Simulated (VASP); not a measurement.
A run of VASP 6.6.1:

Contents of INCAR:

```
SYSTEM = Si
PREC = Accurate
ENCUT = 450
EDIFF = 1E-7
ISMEAR = 0
SIGMA = 0.02
LREAL = .FALSE.
LASPH = .TRUE.
NELM = 120
ALGO = Normal
ISIF = 2
LWAVE = .FALSE.
LCHARG = .FALSE.
GGA = PS
IBRION = 2
NSW = 60
EDIFFG = -0.002
GGA_COMPAT = .FALSE.
NELMIN = 4
```

File KPOINTS:

```
Automatic mesh
0
G
  10 10 10
  0 0 0
```

Contents of POSCAR:

```
Si
1.0
    0.0000000000      2.6896621261      2.6896621261
    2.6896621261      0.0000000000      2.6896621261
    2.6896621261      2.6896621261      0.0000000000
Si
2
Direct
    0.0000000000      0.0000000000      0.0000000000
    0.2500000000      0.2500000000      0.2500000000
```

Potentials or basis: VASP PAW PBE potentials, release 64 (Si).

Command:

```console
$ cat potpaw_PBE.64/Si/POTCAR > POTCAR
$ mpirun -np 1 vasp_std > vasp.out
```

Hardware: 1 thread of Intel Xeon 6975P-C, on a shared host.

Q: How long does it take, and how much memory?

A: It took 11 s on 1 thread of Intel Xeon 6975P-C (shared host), peak memory 0.14 GiB. Counts: scf iterations 12, k points 47, ion steps 1.
